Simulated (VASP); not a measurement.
A run of VASP 6.6.1 is set up as follows.

File INCAR:

```
ALGO = Normal
EDIFF = 1E-6
EDIFFG = -0.01
ENCUT = 600
IBRION = 2
ISIF = 3
ISMEAR = 1
LASPH = True
LCHARG = False
LREAL = False
LWAVE = False
NELM = 80
NSW = 80
PREC = Accurate
SIGMA = 0.05
```

KPOINTS

```
k-points
0
Gamma
  11 11 11
```

Contents of POSCAR:

```
LiCd
1.0
    0.0000000000      3.3324203900      3.3324203900
    3.3324203900      0.0000000000      3.3324203900
    3.3324203900      3.3324203900      0.0000000000
Li Cd
2 2
Direct
    0.2500000008      0.2500000008      0.2500000008
    0.0000000000      0.0000000000      0.0000000000
    0.7500000008      0.7500000008      0.7500000008
    0.5000000000      0.5000000000      0.5000000000
```

Potentials or basis: VASP PAW LDA potentials, release 64 (Li_sv, Cd).

Launch:

```sh
$ cat potpaw_LDA.64/Li_sv/POTCAR potpaw_LDA.64/Cd/POTCAR > POTCAR
$ mpirun -np 1 vasp_std > vasp.out
```

(1) What does it give for the relaxed volume?

(2) Predict the relaxed cell.

Answers

(1) 17.10 Å³/atom.

(2) a = 4.591 Å, b = 4.591 Å, c = 4.591 Å, α = 60.00°, β = 60.00°, γ = 60.00°.

Caveat: the cutoff is under 1.25 times the usual one of these potentials, so pressure, stress and relaxed cells hold a basis-set (Pulay) error.
